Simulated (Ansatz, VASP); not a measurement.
**CrN2 in VASP and in Ansatz**

```
Cr N
1.0
     3.90179    0.00000    0.00000
     0.00000    4.80951    0.00000
     0.00000    0.00000    2.78417
Cr N
2 4
Direct
  0.00000 0.00000 0.00000
  0.50000 0.50000 0.50000
  0.86617 0.58878 0.00000
  0.13383 0.41123 0.00000
  0.36617 0.91122 0.50000
  0.63383 0.08878 0.50000
```

Alike in both runs: task single point; functional PBEsol; k mesh 6 × 5 × 8; occupations fermi-dirac, width 0.05 eV; collinear spin; fixed moment 1.5 μB.

|  | VASP | Ansatz |
| --- | --- | --- |
| version | VASP 6.6.1 | Ansatz 0.2.0 |
| potentials or method | VASP PAW PBE potentials, release 64 (Cr_pv, N) | Ansatz PAW |
| plane-wave cutoff (eV) | 520 | 420 |
| valence electrons in the cell | 44 | 48 |

```tsv
	VASP	Ansatz	Ansatz less VASP
pressure (GPa)	-15.3	-15.6	-0.28
traceless stress, the component that is largest in VASP (GPa)	4.90	4.60	-0.299
rms of the force components (eV/Å)	0.041	0.020	-0.0209
net moment per atom (μB)	0.25	0.25	0.000
size of the moment on the site where the two differ most (μB)	0.83	0.72	-0.111
```

VASP's potentials were made for PBE, not for PBEsol. Site moments also hang on the region over which each program counts them. Atom by atom the forces differ by 0.034 eV/Å (rms over components). VASP's potentials hold 44 valence electrons a cell and Ansatz's 48, so a difference there can come from the potentials and not from the codes.
